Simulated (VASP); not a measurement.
# Mo (Im-3m) in VASP: a series of runs

The runs below take Mo through single point, with LDA.

Program: VASP 6.6.1. These are calculated values, not measurements. Logs are shortened: lines on timing, memory, paths and dates and some standing lists are left out, and cuts for length are marked.

### Step 1. The cell of the first run

Symmetry: Im-3m, No. 229, cubic system. The conventional cell has a = 2.865 Å, b = 2.865 Å, c = 2.865 Å, α = 90.00°, β = 90.00°, γ = 90.00°. Mo (site symmetry m-3m) has 14 Mo at 2.48 to 2.86 Å within 3.3 Å.

### Step 2. Single point, LDA (volume scaled by 0.78)

Contents of INCAR:

```
PREC = Accurate ; ENCUT = 520
EDIFF = 1E-6 ; ISMEAR = -1
SIGMA = 0.08 ; LREAL = F
LASPH = T ; NELM = 100
ALGO = Normal ; ISIF = 2
LWAVE = F ; LCHARG = F
NBANDS = 13
```

Contents of KPOINTS:

```
Automatic mesh
0
Gamma
  17 17 17
```

Contents of POSCAR:

```
Mo
1.0
   -1.4322886578      1.4322886578      1.4322886578
    1.4322886578     -1.4322886578      1.4322886578
    1.4322886578      1.4322886578     -1.4322886578
Mo
1
Direct
    0.0000000000      0.0000000000      0.0000000000
```

Potentials or basis: VASP PAW LDA potentials, release 64 (Mo_sv).

Run with:

```bash
> cat potpaw_LDA.64/Mo_sv/POTCAR > POTCAR
> mpirun -np 1 vasp_std > vasp.out
```

OUTCAR:

```text
PREC = Accurate
   ENCUT = 520
   EDIFF = 1E-6
   ISMEAR = -1
   LREAL = F
   LASPH = T
   NELM = 100
   ISIF = 2

 ion  position               nearest neighbor table
   1  0.000  0.000  0.000-

  LATTYP: Found a body centered cubic cell.
 ALAT       =     2.8645773156

  Lattice vectors:

 A1 = (  -1.4322886578,   1.4322886578,   1.4322886578)
 A2 = (   1.4322886578,  -1.4322886578,   1.4322886578)
 A3 = (   1.4322886578,   1.4322886578,  -1.4322886578)

Analysis of symmetry for initial positions (statically):
=====================================================================
 Subroutine PRICEL returns:
 Original cell was already a primitive cell.

 Routine SETGRP: Setting up the symmetry group for a
 body centered cubic supercell.

 Subroutine GETGRP returns: Found 48 space group operations
 (whereof 48 operations were pure point group operations)
 out of a pool of 48 trial point group operations.

The static configuration has the point symmetry O_h .

Analysis of symmetry for dynamics (positions and initial velocities):
=====================================================================
 Subroutine PRICEL returns:
 Original cell was already a primitive cell.

 Routine SETGRP: Setting up the symmetry group for a
 body centered cubic supercell.

 Subroutine GETGRP returns: Found 48 space group operations
 (whereof 48 operations were pure point group operations)
 out of a pool of 48 trial point group operations.

The dynamic configuration has the point symmetry O_h .

 Subroutine INISYM returns: Found 48 space group operations
 (whereof 48 operations are pure point group operations),
 and found     1 'primitive' translations

----------------------------------------------------------------------------------------

                                     Primitive cell

  volume of cell :      11.7531

  direct lattice vectors                    reciprocal lattice vectors
    -1.432288658  1.432288658  1.432288658     0.000000000  0.349091642  0.349091642
     1.432288658 -1.432288658  1.432288658     0.349091642  0.000000000  0.349091642
     1.432288658  1.432288658 -1.432288658     0.349091642  0.349091642  0.000000000

  length of vectors
     2.480796726  2.480796726  2.480796726     0.493690135  0.493690135  0.493690135

  position of ions in fractional coordinates (direct lattice)
     0.000000000  0.000000000  0.000000000

  ion indices of the primitive-cell ions
   primitive index   ion index
                 1           1

----------------------------------------------------------------------------------------

 KPOINTS: Automatic mesh

Automatic generation of k-mesh.
 Grid dimensions read from file:
 generate k-points for:   17   17   17

 Generating k-lattice:

  Cartesian coordinates                     Fractional coordinates (reciprocal lattice)
     0.000000000  0.020534802  0.020534802     0.058823529  0.000000000  0.000000000
     0.020534802  0.000000000  0.020534802     0.000000000  0.058823529  0.000000000
     0.020534802  0.020534802  0.000000000     0.000000000  0.000000000  0.058823529

  Length of vectors
     0.029040596  0.029040596  0.029040596

  Shift w.r.t. Gamma in fractional coordinates (k-lattice)
     0.000000000  0.000000000  0.000000000

 Subroutine IBZKPT returns following result:
 ===========================================

 Found    165 irreducible k-points:

 Following reciprocal coordinates:
            Coordinates               Weight
  0.000000  0.000000  0.000000      1.000000
  0.058824  0.000000  0.000000     12.000000
  0.117647  0.000000  0.000000     12.000000
  0.176471  0.000000  0.000000     12.000000
  0.235294  0.000000  0.000000     12.000000
  0.294118  0.000000  0.000000     12.000000
[... 16 lines left out ...]
  0.411765  0.117647 -0.000000     48.000000
  0.176471  0.176471  0.000000     24.000000
 [... further k-points ...]
   k-points           NKPTS =    165   k-points in BZ     NKDIM =    165   number of bands    NBANDS=     13
   number of dos      NEDOS =    301   number of ions     NIONS =      1
   total plane-waves  NPLWV =   5832
   dimension x,y,z NGX =    18 NGY =   18 NGZ =   18
   dimension x,y,z NGXF=    36 NGYF=   36 NGZF=   36
   ions per type =               1
   NGX,Y,Z   is equivalent  to a cutoff of  12.06, 12.06, 12.06 a.u.
   NGXF,Y,Z  is equivalent  to a cutoff of  24.12, 24.12, 24.12 a.u.
 SYSTEM =  unknown system
   PREC   = accura    normal or accurate (medium, high low for compatibility)
   ISTART =      0    job   : 0-new  1-cont  2-samecut
   ICHARG =      2    charge: 1-file 2-atom 10-const
   ISPIN  =      1    spin polarized calculation?
   LNONCOLLINEAR =      F non collinear calculations
   LSORBIT =      F    spin-orbit coupling
   LASPH  =      T    aspherical Exc in radial PAW
   ENCUT  =  520.0 eV  38.22 Ry    6.18 a.u.   4.61  4.61  4.61*2*pi/ulx,y,z
   NELM   =    100;   NELMIN=  2; NELMDL= -5     # of ELM steps
   EDIFF  = 0.1E-05   stopping-criterion for ELM
   LREAL  =      F    real-space projection
   EDIFFG = 0.1E-04   stopping-criterion for IOM
   NSW    =      0    number of steps for IOM
   IBRION =     -1    ionic relax: 0-MD 1-quasi-New 2-CG
   NFREE  =      0    steps in history (QN), initial steepest desc. (CG)
   ISIF   =      2    stress and relaxation
   ISYM   =      2    0-nonsym 1-usesym 2-fastsym
   POTIM  = 0.5000    time-step for ionic-motion
   TEBEG  =    0.0;   TEEND  =   0.0 temperature during run
   PSTRESS=    0.0 pullay stress
   NELECT =      14.0000    total number of electrons
   NUPDOWN=      -1.0000    fix difference up-down
   EMIN   =  10.00;   EMAX   =-10.00  energy-range for DOS
   EFERMI =   0.00;   METHOD = LEGACY
   ISMEAR =    -1;   SIGMA  =   0.08  broadening in eV -4-tet -1-fermi 0-gaus
   EFERMI_NEDOS =   21; number of points for ismear=-14 and -15
   IALGO  =     38    algorithm
   IMIX   =      4    mixing-type and parameters
     AMIX     =   0.40;   BMIX     =  1.00
     AMIX_MAG =   1.60;   BMIX_MAG =  1.00
  volume/ion in A,a.u.               =      11.75        79.31
  Fermi-wavevector in a.u.,A,eV,Ry     =   1.735403  3.279436 40.975617  3.011623
  Thomas-Fermi vector in A             =   2.809015
   LORBIT       =      0    0 simple, 1 ext, 2 COOP (PROOUT), +10 PAW based schemes
   GGA     = CA    functional components
   LHFCALC =     F    Hartree Fock is set to
   AEXX    =    0.0000 exact exchange contribution
   IVDW    =     0    specifies the selected vdW correction
   LEPSILON=     F    determine dielectric tensor
   LRPA    =     F    only Hartree local field effects (RPA)
 non-spin polarized calculation
  energy-cutoff  :      520.00
  volume of cell :       11.75
 maximum number of plane-waves:       329
   NGX =  9   NGY =  9   NGZ =  9

 number of electron      14.0000006 magnetization

 Free energy of the ion-electron system (eV)
  ---------------------------------------------------
  ext. energy  EPLUGINS =         0.00000000
  ---------------------------------------------------
  free energy    TOTEN  =       -11.09225971 eV

  energy without entropy =      -11.07909641  energy(sigma->0) =      -11.08567806

 E-fermi :  17.8308     XC(G=0): -15.2638

 val. band max:       17.8287150147   @ k =  -0.4706  -0.4706   0.0588
 cond. band min:      17.8381690054   @ k =   0.3529   0.1176   0.0000
 fundamental gap:      0.0094539907
 Fermi energy:        17.8307756342

 k-point     1 :       0.0000    0.0000    0.0000
  band No.  band energies     occupation
      1     -43.6441      2.00000
      2     -15.9910      2.00000
      3     -15.9910      2.00000
      4     -15.9910      2.00000
      5       9.8666      2.00000
      6      15.5789      2.00000
      7      15.5789      2.00000
      8      15.5789      2.00000
      9      19.7913      0.00000
     10      19.7913      0.00000
     11      32.6835      0.00000
     12      32.6835      0.00000
     13      32.6835      0.00000

 k-point     2 :       0.0588    0.0000    0.0000
  band No.  band energies     occupation
      1     -43.6185      2.00000
      2     -16.1165      2.00000
      3     -16.0278      2.00000
      4     -15.9929      2.00000
      5      10.0838      2.00000
      6      15.4426      2.00000
      7      15.5572      2.00000
      8      15.7909      2.00000
      9      19.5617      0.00000
     10      19.7870      0.00000
     11      32.8777      0.00000
     12      33.0453      0.00000
     13      33.2543      0.00000

 k-point     3 :       0.1176    0.0000    0.0000
  band No.  band energies     occupation
      1     -43.5446      2.00000
      2     -16.4689      2.00000
      3     -16.1320      2.00000
      4     -15.9983      2.00000
      5      10.6687      2.00000
      6      15.0732      2.00000
      7      15.4728      2.00000
      8      16.4165      2.00000
      9      19.1144      0.00000
     10      19.7896      0.00000
     11      33.3752      0.00000
     12      34.0897      0.00000
     13      34.7027      0.00000
[... 305 lines left out ...]
 k-point    23 :       0.4118    0.1176   -0.0000
  band No.  band energies     occupation
      1     -42.8168      2.00000
      2     -19.1431      2.00000
      3     -17.1628      2.00000
      4     -16.2092      2.00000
      5      10.9864      2.00000
      6      12.8760      2.00000
      7      18.4668      0.00070
      8      19.8313      0.00000
      9      21.9749      0.00000
     10      26.1422      0.00000
     11      31.2848      0.00000
     12      33.9004      0.00000
     13      38.5598      0.00000

 k-point    24 :       0.1765    0.1765    0.0000
  band No.  band energies     occupation
      1     -43.1092      2.00000
      2     -18.1301      2.00000
      3     -16.7163      2.00000
      4     -16.2261      2.00000
      5      12.4553      2.00000
      6      13.8577      2.00000
      7      14.9571      2.00000
      8      18.5296      0.00032
      9      20.8153      0.00000
     10      21.7452      0.00000
     11      34.7007      0.00000
     12      35.8444      0.00000
     13      38.8571      0.00000

 [... further k-points ...]
[... 5 lines left out ...]
  --------------------------------------------------------------------------------------
  -------------------------------------------------------------------------------------
  Total        8.9723706      8.9723706      8.9723706      0.0000000     -0.0000000      0.0000000
  in kB     1223.1117502   1223.1117502   1223.1117502      0.0000000     -0.0000000      0.0000000
  external PRESSURE =    1223.1117502 kB  Pullay stress =       0.0000000 kB

 VOLUME and BASIS-vectors are now :
 -----------------------------------------------------------------------------
  energy-cutoff  :      520.00
  volume of cell :       11.75
      direct lattice vectors                 reciprocal lattice vectors
    -1.432288658  1.432288658  1.432288658     0.000000000  0.349091642  0.349091642
     1.432288658 -1.432288658  1.432288658     0.349091642  0.000000000  0.349091642
     1.432288658  1.432288658 -1.432288658     0.349091642  0.349091642  0.000000000

 POSITION                                       TOTAL-FORCE (eV/Angst)
 -----------------------------------------------------------------------------------
      0.00000      0.00000      0.00000         0.000000      0.000000     -0.000000
 -----------------------------------------------------------------------------------
    total drift:                                0.000000      0.000000      0.000000

  FREE ENERGIE OF THE ION-ELECTRON SYSTEM (eV)
  ---------------------------------------------------
  free  energy   TOTEN  =       -11.0922597128 eV

  energy  without entropy=      -11.0790964101  energy(sigma->0) =      -11.08567806
```

It took 6.8 s on 1 thread of Intel Xeon 6975P-C (Granite Rapids), shared host; peak memory 0.13 GiB.

Results:

* Free energy: -11.0923 eV
* Pressure: 122.3 GPa
* Band gap on the k mesh: zero (band 7 reaches 23.19 eV, above the bottom of band 8 at 15.58 eV)

Levels at points of the mesh, in eV from the Fermi level:
```csv
k point,band 4,band 5,band 6,band 7,band 8,band 9,band 10,band 11
"(0.00, 0.00, 0.00)",-33.82,-7.96,-2.25,-2.25,-2.25,1.96,1.96,14.85
```

### Step 3. Single point, LDA (volume scaled by 0.88)

Contents of INCAR:

```
SYSTEM = Mo
PREC     = Accurate       ! precision mode
ENCUT    = 520            ! plane-wave cutoff, eV
EDIFF    = 1E-6           ! SCF threshold, eV
ISMEAR   = -1             ! smearing method
SIGMA    = 0.08           ! smearing width, eV
LREAL    = .FALSE.        ! projectors in reciprocal space
LASPH    = .TRUE.         ! aspherical terms in the spheres
NELM     = 60             ! most SCF steps
ALGO     = Normal         ! electronic algorithm
ISIF     = 2              ! what is computed and relaxed
LWAVE    = .FALSE.        ! write WAVECAR
LCHARG   = .FALSE.        ! write CHGCAR
GGA      = CA             ! functional
NBANDS   = 13             ! bands
```

Contents of KPOINTS:

```
regular mesh
0
G
  17 17 17
  0 0 0
```

Contents of POSCAR:

```
Mo
1.0
   -1.4910535553      1.4910535553      1.4910535553
    1.4910535553     -1.4910535553      1.4910535553
    1.4910535553      1.4910535553     -1.4910535553
Mo
1
Direct
    0.0000000000      0.0000000000      0.0000000000
```

Potentials or basis: VASP PAW LDA potentials, release 64 (Mo_sv).

Run with:

```bash
> cat potpaw_LDA.64/Mo_sv/POTCAR > POTCAR
> mpirun -np 1 vasp_std > vasp.out
```

It took 8 s on 1 thread of Intel Xeon 6975P-C (Granite Rapids), shared host; peak memory 0.14 GiB.

Results (log left out):

```yaml
Free_energy: -11.8741 eV
Pressure: 50.1 GPa
Band_gap_on_the_k_mesh: zero (band 7 reaches 20.05 eV, above the bottom of band 8 at 13.58 eV)
```

Levels at points of the mesh, in eV from the Fermi level:
```tsv
k point	band 4	band 5	band 6	band 7	band 8	band 9	band 10	band 11
(0.00, 0.00, 0.00)	-34.10	-7.78	-1.86	-1.86	-1.86	1.81	1.81	14.88
```
